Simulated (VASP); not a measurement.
# Cs (P6_3/mmc) in VASP: a series of runs

Cs is run at these levels: RPBE; tasks: single point.

Everything below comes from runs of VASP 6.6.1. Logs are shortened: lines on timing, memory, paths and dates and some standing lists are left out, and cuts for length are marked.

### Step 1. The cell of the first run

Symmetry: P6_3/mmc, No. 194, hexagonal system. The conventional cell has a = 5.846 Å, b = 5.846 Å, c = 9.589 Å, α = 90.00°, β = 90.00°, γ = 120.00°.

### Step 2. Single point, RPBE (volume scaled by 1.08)

Contents of INCAR:

```
PREC = Accurate
ENCUT = 520
EDIFF = 1E-6
ISMEAR = -1
SIGMA = 0.1
LREAL = F
LASPH = T
NELM = 80
ALGO = Normal
ISIF = 2
LWAVE = F
LCHARG = T
GGA = RP
LELF = T
LVHAR = T
NBANDS = 16
```

Contents of KPOINTS:

```
Automatic mesh
0
Gamma
  7 7 4
```

Contents of POSCAR:

```
Cs
1.0
    5.8464054302      0.0000000000      0.0000000000
   -2.9232027151      5.0631356234      0.0000000000
    0.0000000000      0.0000000000      9.5893269502
Cs
2
Direct
    0.3333333333      0.6666666667      0.2500000000
    0.6666666667      0.3333333333      0.7500000000
```

Potentials or basis: VASP PAW PBE potentials, release 64 (Cs_sv).

Command:

```console
> cat potpaw_PBE.64/Cs_sv/POTCAR > POTCAR
> mpirun -np 1 vasp_std > vasp.out
```

OUTCAR:

```text
PREC = Accurate
   ENCUT = 520
   EDIFF = 1E-6
   ISMEAR = -1
   LREAL = F
   LASPH = T
   NELM = 80
   ISIF = 2
   GGA = RP

 ion  position               nearest neighbor table
   1  0.333  0.667  0.250-
   2  0.667  0.333  0.750-

  LATTYP: Found a hexagonal cell.
 ALAT       =     5.8464054302
 C/A-ratio  =     1.6402090250

  Lattice vectors:

 A1 = (   5.8464054302,   0.0000000000,   0.0000000000)
 A2 = (  -2.9232027151,   5.0631356234,   0.0000000000)
 A3 = (   0.0000000000,   0.0000000000,   9.5893269502)

Analysis of symmetry for initial positions (statically):
=====================================================================
 Subroutine PRICEL returns:
 Original cell was already a primitive cell.

 Routine SETGRP: Setting up the symmetry group for a
 hexagonal supercell.

 Subroutine GETGRP returns: Found 24 space group operations
 (whereof 12 operations were pure point group operations)
 out of a pool of 24 trial point group operations.

The static configuration has the point symmetry D_3d.
 The point group associated with its full space group is D_6h.

Analysis of symmetry for dynamics (positions and initial velocities):
=====================================================================
 Subroutine PRICEL returns:
 Original cell was already a primitive cell.

 Routine SETGRP: Setting up the symmetry group for a
 hexagonal supercell.

 Subroutine GETGRP returns: Found 24 space group operations
 (whereof 12 operations were pure point group operations)
 out of a pool of 24 trial point group operations.

The dynamic configuration has the point symmetry D_3d.
 The point group associated with its full space group is D_6h.

 Subroutine INISYM returns: Found 24 space group operations
 (whereof 12 operations are pure point group operations),
 and found     1 'primitive' translations

----------------------------------------------------------------------------------------

                                     Primitive cell

  volume of cell :     283.8550

  direct lattice vectors                    reciprocal lattice vectors
     5.846405430  0.000000000  0.000000000     0.171045271  0.098753033  0.000000000
    -2.923202715  5.063135623  0.000000000     0.000000000  0.197506066  0.000000000
     0.000000000  0.000000000  9.589326950     0.000000000  0.000000000  0.104282606

  length of vectors
     5.846405430  5.846405430  9.589326950     0.197506066  0.197506066  0.104282606

  position of ions in fractional coordinates (direct lattice)
     0.333333333  0.666666667  0.250000000
     0.666666667  0.333333333  0.750000000

  ion indices of the primitive-cell ions
   primitive index   ion index
                 1           1
                 2           2

----------------------------------------------------------------------------------------

 KPOINTS: Automatic mesh

Automatic generation of k-mesh.
 Grid dimensions read from file:
 generate k-points for:    7    7    4

 Generating k-lattice:

  Cartesian coordinates                     Fractional coordinates (reciprocal lattice)
     0.024435039  0.014107576  0.000000000     0.142857143  0.000000000  0.000000000
     0.000000000  0.028215152  0.000000000     0.000000000  0.142857143  0.000000000
     0.000000000  0.000000000  0.026070651     0.000000000  0.000000000  0.250000000

  Length of vectors
     0.028215152  0.028215152  0.026070651

  Shift w.r.t. Gamma in fractional coordinates (k-lattice)
     0.000000000  0.000000000  0.000000000

 Subroutine IBZKPT returns following result:
 ===========================================

 Found     24 irreducible k-points:

 Following reciprocal coordinates:
            Coordinates               Weight
  0.000000  0.000000  0.000000      1.000000
  0.142857 -0.000000  0.000000      6.000000
  0.285714 -0.000000  0.000000      6.000000
  0.428571 -0.000000  0.000000      6.000000
  0.142857  0.142857  0.000000      6.000000
  0.285714  0.142857  0.000000     12.000000
[... 16 lines left out ...]
  0.428571  0.142857  0.500000      6.000000
  0.285714  0.285714  0.500000      6.000000
   k-points           NKPTS =     24   k-points in BZ     NKDIM =     24   number of bands    NBANDS=     16
   number of dos      NEDOS =    301   number of ions     NIONS =      2
   total plane-waves  NPLWV = 165888
   dimension x,y,z NGX =    48 NGY =   48 NGZ =   72
   dimension x,y,z NGXF=    96 NGYF=   96 NGZF=  144
   ions per type =               2
   NGX,Y,Z   is equivalent  to a cutoff of  13.65, 13.65, 12.48 a.u.
   NGXF,Y,Z  is equivalent  to a cutoff of  27.30, 27.30, 24.96 a.u.
 SYSTEM =  unknown system
   PREC   = accura    normal or accurate (medium, high low for compatibility)
   ISTART =      0    job   : 0-new  1-cont  2-samecut
   ICHARG =      2    charge: 1-file 2-atom 10-const
   ISPIN  =      1    spin polarized calculation?
   LNONCOLLINEAR =      F non collinear calculations
   LSORBIT =      F    spin-orbit coupling
   LASPH  =      T    aspherical Exc in radial PAW
   ENCUT  =  520.0 eV  38.22 Ry    6.18 a.u.  10.87 10.87 17.83*2*pi/ulx,y,z
   NELM   =     80;   NELMIN=  2; NELMDL= -5     # of ELM steps
   EDIFF  = 0.1E-05   stopping-criterion for ELM
   LREAL  =      F    real-space projection
[... 7 lines left out ...]
   TEBEG  =    0.0;   TEEND  =   0.0 temperature during run
   PSTRESS=    0.0 pullay stress
   NELECT =      18.0000    total number of electrons
   NUPDOWN=      -1.0000    fix difference up-down
   EMIN   =  10.00;   EMAX   =-10.00  energy-range for DOS
   EFERMI =   0.00;   METHOD = LEGACY
   ISMEAR =    -1;   SIGMA  =   0.10  broadening in eV -4-tet -1-fermi 0-gaus
   EFERMI_NEDOS =   21; number of points for ismear=-14 and -15
   IALGO  =     38    algorithm
   IMIX   =      4    mixing-type and parameters
     AMIX     =   0.40;   BMIX     =  1.00
     AMIX_MAG =   1.60;   BMIX_MAG =  1.00
  volume/ion in A,a.u.               =     141.93       957.77
  Fermi-wavevector in a.u.,A,eV,Ry     =   0.652830  1.233670  5.798627  0.426187
  Thomas-Fermi vector in A             =   1.722876
   LORBIT       =      0    0 simple, 1 ext, 2 COOP (PROOUT), +10 PAW based schemes
   GGA     = RP    functional components
   LHFCALC =     F    Hartree Fock is set to
   AEXX    =    0.0000 exact exchange contribution
   IVDW    =     0    specifies the selected vdW correction
   LEPSILON=     F    determine dielectric tensor
   LRPA    =     F    only Hartree local field effects (RPA)
 non-spin polarized calculation
  energy-cutoff  :      520.00
  volume of cell :      283.86
 maximum number of plane-waves:      7661
 NGX is ok and might be reduce to    48
   NGX = 21   NGY = 21   NGZ = 35

 number of electron      17.9999998 magnetization

 Free energy of the ion-electron system (eV)
  ---------------------------------------------------
  ext. energy  EPLUGINS =         0.00000000
  ---------------------------------------------------
  free energy    TOTEN  =        -1.51386759 eV

  energy without entropy =       -1.43269776  energy(sigma->0) =       -1.47328267

 E-fermi :   0.1055     XC(G=0):  -4.7819

 val. band max:        0.0855153687   @ k =   0.1429   0.1429   0.2500
 cond. band min:       0.1410465883   @ k =   0.0000   0.0000   0.0000
 fundamental gap:      0.0555312196
 Fermi energy:         0.1054618392

 k-point     1 :       0.0000    0.0000    0.0000
  band No.  band energies     occupation
      1     -23.9301      2.00000
      2     -23.9281      2.00000
      3     -10.7721      2.00000
      4     -10.7204      2.00000
      5     -10.7204      2.00000
      6     -10.7118      2.00000
[... 8 lines left out ...]
     15       2.6688      0.00000
     16       2.6688      0.00000

 k-point     2 :       0.1429   -0.0000    0.0000
  band No.  band energies     occupation
      1     -23.9297      2.00000
      2     -23.9279      2.00000
      3     -10.7683      2.00000
      4     -10.7292      2.00000
      5     -10.7232      2.00000
      6     -10.7210      2.00000
[... 8 lines left out ...]
     15       2.6463      0.00000
     16       2.6480      0.00000

 k-point     3 :       0.2857   -0.0000    0.0000
  band No.  band energies     occupation
      1     -23.9289      2.00000
      2     -23.9276      2.00000
      3     -10.7584      2.00000
      4     -10.7493      2.00000
      5     -10.7410      2.00000
      6     -10.7292      2.00000
[... 8 lines left out ...]
     15       2.5275      0.00000
     16       2.9087      0.00000

 k-point     4 :       0.4286   -0.0000    0.0000
  band No.  band energies     occupation
      1     -23.9282      2.00000
      2     -23.9274      2.00000
      3     -10.7655      2.00000
      4     -10.7566      2.00000
      5     -10.7478      2.00000
      6     -10.7339      2.00000
[... 8 lines left out ...]
     15       2.3663      0.00000
     16       3.1821      0.00000

 k-point     5 :       0.1429    0.1429    0.0000
  band No.  band energies     occupation
      1     -23.9292      2.00000
      2     -23.9277      2.00000
      3     -10.7614      2.00000
      4     -10.7409      2.00000
      5     -10.7378      2.00000
      6     -10.7261      2.00000
[... 8 lines left out ...]
     15       2.4780      0.00000
     16       2.8079      0.00000

 k-point     6 :       0.2857    0.1429    0.0000
  band No.  band energies     occupation
      1     -23.9284      2.00000
      2     -23.9274      2.00000
      3     -10.7573      2.00000
      4     -10.7513      2.00000
      5     -10.7506      2.00000
      6     -10.7349      2.00000
[... 8 lines left out ...]
     15       2.1948      0.00000
     16       2.8790      0.00000
[... 267 lines left out ...]
 k-point    21 :       0.1429    0.1429    0.5000
  band No.  band energies     occupation
      1     -23.9284      2.00000
      2     -23.9284      2.00000
      3     -10.7501      2.00000
      4     -10.7501      2.00000
      5     -10.7282      2.00000
      6     -10.7282      2.00000
[... 8 lines left out ...]
     15       2.5782      0.00000
     16       2.5782      0.00000

 k-point    22 :       0.2857    0.1429    0.5000
  band No.  band energies     occupation
      1     -23.9279      2.00000
      2     -23.9279      2.00000
      3     -10.7620      2.00000
      4     -10.7620      2.00000
      5     -10.7337      2.00000
      6     -10.7337      2.00000
[... 8 lines left out ...]
     15       2.5527      0.00000
     16       2.5527      0.00000

 k-point    23 :       0.4286    0.1429    0.5000
  band No.  band energies     occupation
      1     -23.9277      2.00000
      2     -23.9277      2.00000
      3     -10.7680      2.00000
      4     -10.7680      2.00000
      5     -10.7365      2.00000
      6     -10.7365      2.00000
[... 8 lines left out ...]
     15       2.5937      0.00000
     16       2.5937      0.00000

 k-point    24 :       0.2857    0.2857    0.5000
  band No.  band energies     occupation
      1     -23.9276      2.00000
      2     -23.9276      2.00000
      3     -10.7625      2.00000
      4     -10.7625      2.00000
      5     -10.7451      2.00000
      6     -10.7451      2.00000
[... 8 lines left out ...]
     15       2.5971      0.00000
     16       2.5971      0.00000

------------------------ aborting loop because EDIFF is reached ----------------------------------------

  FORCE on cell =-STRESS in cart. coord.  units (eV):
  Direction    XX          YY          ZZ          XY          YZ          ZX
  --------------------------------------------------------------------------------------
  -------------------------------------------------------------------------------------
  Total       -0.1926368     -0.1926368     -0.1883481      0.0000000     -0.0000000      0.0000000
  in kB       -1.0873094     -1.0873094     -1.0631029      0.0000000     -0.0000000      0.0000000
  external PRESSURE =      -1.0792406 kB  Pullay stress =       0.0000000 kB

 VOLUME and BASIS-vectors are now :
 -----------------------------------------------------------------------------
  energy-cutoff  :      520.00
  volume of cell :      283.86
      direct lattice vectors                 reciprocal lattice vectors
     5.846405430  0.000000000  0.000000000     0.171045271  0.098753033  0.000000000
    -2.923202715  5.063135623  0.000000000     0.000000000  0.197506066  0.000000000
     0.000000000  0.000000000  9.589326950     0.000000000  0.000000000  0.104282606

 POSITION                                       TOTAL-FORCE (eV/Angst)
 -----------------------------------------------------------------------------------
     -0.00000      3.37542      2.39733         0.000000      0.000000      0.000000
      2.92320      1.68771      7.19200        -0.000000     -0.000000      0.000000
 -----------------------------------------------------------------------------------
    total drift:                               -0.000000      0.000000     -0.000000

  FREE ENERGIE OF THE ION-ELECTRON SYSTEM (eV)
  ---------------------------------------------------
  free  energy   TOTEN  =        -1.5138675885 eV

  energy  without entropy=       -1.4326977557  energy(sigma->0) =       -1.47328267
```

Run time: 100 s. Hardware: 1 thread of Intel Xeon Platinum 8488C (Sapphire Rapids), shared host; peak memory 0.42 GiB.

What came out:

```yaml
Free_energy: -1.5139 eV
Pressure: -0.1 GPa
Band_gap_on_the_k_mesh: zero (band 9 reaches 0.56 eV, above the bottom of band 10 at -0.85 eV)
```

Caveat: the PAW data sets were made with another functional, which shifts forces and pressure a little; spin-orbit coupling is left out, which moves the levels of the heavy elements.

### Step 3. Single point, RPBE (volume scaled by 1.12)

Contents of INCAR:

```
PREC = Accurate ; ENCUT = 520
EDIFF = 1E-6 ; ISMEAR = -1
SIGMA = 0.1 ; LREAL = F
LASPH = T ; NELM = 80
ALGO = Normal ; ISIF = 2
LWAVE = F ; LCHARG = F
GGA = RP ; NBANDS = 16
```

Contents of KPOINTS:

```
regular mesh
0
Gamma
  7 7 4
```

Contents of POSCAR:

```
Cs
1.0
    5.9177100849      0.0000000000      0.0000000000
   -2.9588550424      5.1248872657      0.0000000000
    0.0000000000      0.0000000000      9.7062814882
Cs
2
Direct
    0.3333333333      0.6666666667      0.2500000000
    0.6666666667      0.3333333333      0.7500000000
```

Potentials or basis: VASP PAW PBE potentials, release 64 (Cs_sv).

Command:

```console
> cat potpaw_PBE.64/Cs_sv/POTCAR > POTCAR
> mpirun -np 1 vasp_std > vasp.out
```

It took 1.8 min on 1 thread of Intel Xeon Platinum 8488C (Sapphire Rapids), shared host; peak memory 0.43 GiB.

Results (log left out):

| Quantity | Value |
| --- | --- |
| Free energy | -1.5059 eV |
| Pressure | -0.1 GPa |
| Band gap on the k mesh | zero (band 9 reaches 0.49 eV, above the bottom of band 10 at -0.90 eV) |

Levels at points of the mesh, in eV from the Fermi level:
| k point | band 5 | band 6 | band 7 | band 8 | band 9 | band 10 | band 11 | band 12 | band 13 | band 14 |
| --- | --- | --- | --- | --- | --- | --- | --- | --- | --- | --- |
| (0.00, 0.00, 0.00) | -10.85 | -10.84 | -10.84 | -10.84 | -1.42 | 0.04 | 0.55 | 2.28 | 2.28 | 2.29 |
| (0.00, 0.00, 0.50) | -10.85 | -10.85 | -10.85 | -10.85 | -0.94 | -0.94 | 1.56 | 1.56 | 2.29 | 2.29 |

Caveat: the PAW data sets were made with another functional, which shifts forces and pressure a little; spin-orbit coupling is left out, which moves the levels of the heavy elements.
